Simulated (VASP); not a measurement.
Write the native input for VASP 6.6.1 that does the following.

```yaml
Task: relaxation of cell and atoms
Functional: PBE
Potentials_or_basis: VASP PAW PBE potentials, release 64 (Ca_sv, Se)
Cutoff: 600 eV
k_mesh: 6 × 6 × 4
Occupations: gaussian, width 0.1 eV
Spin: no spin polarisation
Dipole_correction: no
Further_INCAR_settings: ALGO = Normal; EDIFF = 1e-06; IBRION = 2; EDIFFG = -0.04; NSW = 90; ISIF = 3
```

The structure of Ca2Se lies in POSCAR:

```
Ca2Se
1.0
    4.0000710811      0.0000000000      0.0000000000
   -2.0000355406      3.4641631732      0.0000000000
    0.0000000000      0.0000000000      7.2515747033
Ca Se
2 1
Direct
    0.3333333333      0.6666666667      0.7453062193
    0.3333333333      0.6666666667      0.2546937807
    0.0000000000      0.0000000000      0.0000000000
```

One way to write it, as run:

INCAR

```
SYSTEM = Ca2Se
PREC = Accurate
ENCUT = 600
EDIFF = 1E-6
ISMEAR = 0
SIGMA = 0.1
LREAL = .FALSE.
LASPH = .TRUE.
NELM = 100
ALGO = Normal
ISIF = 3
LWAVE = .FALSE.
LCHARG = .FALSE.
GGA = PE
IBRION = 2
NSW = 90
EDIFFG = -0.04
```

KPOINTS

```
regular mesh
0
G
  6 6 4
  0 0 0
```

Potentials or basis: VASP PAW PBE potentials, release 64 (Ca_sv, Se).

Run with:

```console
$ cat potpaw_PBE.64/Ca_sv/POTCAR potpaw_PBE.64/Se/POTCAR > POTCAR
$ mpirun -np 1 vasp_std > vasp.out
```

Results of the run:

The relaxed volume is 33.77 Å³/atom. The relaxed cell is a = 4.016 Å, b = 4.016 Å, c = 7.255 Å, α = 90.00°, β = 90.00°, γ = 120.00° and the space group after relaxing (to 0.05 Å) is P-6m2 (No. 187). The energy gained by relaxing is 0.4 meV/atom and the ionic steps are 2. The pressure after relaxing is 0.0 GPa. The largest force after relaxing is 0.010 eV/Å and the band gap on the k mesh is zero (band 13 reaches 3.24 eV, above the bottom of band 14 at 2.62 eV).

It took 53 s on 1 thread of Intel(R) Xeon(R) Platinum 8488C (Sapphire Rapids), with other jobs on the host, peak memory 0.27 GiB.
